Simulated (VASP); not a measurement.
A run of VASP 6.6.1 is set up as follows.

INCAR

```
SYSTEM = Ca
PREC = Accurate
ENCUT = 520
EDIFF = 1E-6
ISMEAR = -1
SIGMA = 0.08
LREAL = .False.
LASPH = .True.
NELM = 60
ALGO = Normal
ISIF = 2
LWAVE = .False.
LCHARG = .True.
LELF = .True.
LVHAR = .True.
NBANDS = 17
```

File KPOINTS:

```
Automatic mesh
0
Gamma
  12 12 12
  0 0 0
```

POSCAR

```
Ca
1.0
    0.0000000000      2.4826114892      2.4826114892
    2.4826114892      0.0000000000      2.4826114892
    2.4826114892      2.4826114892      0.0000000000
Ca
2
Direct
   -0.1250000000     -0.1250000000     -0.1250000000
    0.1250000000      0.1250000000      0.1250000000
```

Potentials or basis: VASP PAW LDA potentials, release 64 (Ca_sv).

The run is started by

```console
$ cat potpaw_LDA.64/Ca_sv/POTCAR > POTCAR
$ mpirun -np 1 vasp_std > vasp.out
```

(1) Estimate the band gap on the k mesh.

(2) Predict the pressure.

Results:

(1) zero (bands 10 and 11 overlap by 0.57 eV).

(2) 59.5 GPa.

Caveat: the cell stands under pressure.
